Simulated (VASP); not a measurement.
GaAs, 2 atoms in the cell. It takes space group F-43m (No. 216, cubic). Conventional cell: a = 5.609 Å, b = 5.609 Å, c = 5.609 Å, α = 90.00°, β = 90.00°, γ = 90.00°. As (site symmetry -43m) has 4 Ga at 2.43 Å within 3.2 Å. Ga (site symmetry -43m) has 4 As at 2.43 Å within 3.2 Å. 

| Property | Result |
| --- | --- |
| Program | VASP 6.6.1 |
| Task | single point |
| Functional | PBEsol |
| Dispersion | D3(BJ) |
| Potentials or basis | VASP PAW PBE potentials, release 64 (As, Ga_d) |
| Cutoff | 520 eV |
| k mesh | 8 × 8 × 8 |
| Occupations | fermi-dirac, width 0.05 eV |
| Spin | no spin polarisation |
| Dipole correction | no |
| Further INCAR settings | ALGO = Normal; EDIFF = 1e-07; NBANDS = 16 |

Potentials or basis: VASP PAW PBE potentials, release 64 (As, Ga_d).

Command:

```bash
$ cat potpaw_PBE.64/As/POTCAR potpaw_PBE.64/Ga_d/POTCAR > POTCAR
$ mpirun -np 1 vasp_std > vasp.out
```

Hardware: 1 thread of AMD EPYC 7R13, on a shared host.

**Question.** How long does it take, and how much memory?

**Answer.** Run time: 50 s on 1 thread of AMD EPYC 7R13, with other jobs on the host, peak memory 0.16 GiB. Counts: scf iterations 12, k points 29.
